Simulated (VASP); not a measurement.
Al2Ru, 6 atoms in the cell. It takes space group Fddd (No. 70, orthorhombic). Conventional cell: a = 4.638 Å, b = 7.852 Å, c = 8.669 Å, α = 90.00°, β = 90.00°, γ = 90.00°. Al (site symmetry 2) has 5 Ru at 2.54 to 2.68 Å and 9 Al at 2.56 to 3.15 Å within 3.3 Å. Ru (site symmetry 222) has 10 Al at 2.54 to 2.68 Å and 4 Ru at 3.15 Å within 3.3 Å. 

| Quantity | Value |
| --- | --- |
| Program | VASP 6.6.1 |
| Task | single point |
| Functional | PBEsol |
| Potentials or basis | VASP PAW PBE potentials, release 64 (Al, Ru_pv) |
| Cutoff | 520 eV |
| k mesh | 10 × 10 × 10 |
| Occupations | gaussian, width 0.01 eV |
| Spin | no spin polarisation |
| Dipole correction | no |
| Further INCAR settings | ALGO = Normal; EDIFF = 1e-06; NBANDS = 29 |

Potentials or basis: VASP PAW PBE potentials, release 64 (Al, Ru_pv).

Run with:

```sh
$ cat potpaw_PBE.64/Al/POTCAR potpaw_PBE.64/Ru_pv/POTCAR > POTCAR
$ mpirun -np 1 vasp_std > vasp.out
```

Hardware: 1 thread of Oxide Virtual Turin-like Processor (shared host).

How long does it take, and how much memory?

It took 12 min on 1 thread of Oxide Virtual Turin-like Processor, on a shared host, peak memory 0.43 GiB. Counts: scf iterations 13, k points 171.
